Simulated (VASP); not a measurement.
Runs of VASP 6.6.1 on CsAg3O2. The structure is that of space group P6/mmm (No. 191), or close to it. The cells are those of the table. 

```csv
task,cell,k mesh,cutoff (eV),gap on the mesh (eV),pressure (GPa)
relaxation of cell and atoms,"relaxed from a = 5.852, b = 5.852, c = 4.436 Å, angles 90.0, 90.0, 120.0°, 6 atoms",3 × 3 × 4,600,-,0.0
single point,"a = 6.003, b = 6.003, c = 3.527 Å, angles 90.0, 90.0, 120.0°, 6 atoms",6 × 6 × 10,520,none,0.0
single point,"a = 5.852, b = 5.852, c = 4.436 Å, angles 90.0, 90.0, 120.0°, 6 atoms",3 × 3 × 4,520,none,-6.9
single point,"a = 6.002, b = 6.002, c = 3.535 Å, angles 90.0, 90.0, 120.0°, 6 atoms",3 × 3 × 6,520,none,(a)
single point,"a = 6.002, b = 6.002, c = 3.535 Å, angles 90.0, 90.0, 120.0°, 6 atoms",3 × 3 × 4,520,-,0.0
```

Alike in all rows: level PBE; potentials or basis VASP PAW PBE potentials, release 64 (Cs_sv, Ag, O); no spin polarisation; smearing gaussian 0.1 eV.

Estimate the missing entries.

(a) -0.1.

Caveats: some runs use coarse meshes; spin-orbit coupling is left out, which moves the levels of the heavy elements.

A k mesh can miss the band edges, and the runs leave out spin-orbit coupling on Ag, Cs.

A gap of «none» marks levels without a gap at the run's occupations.
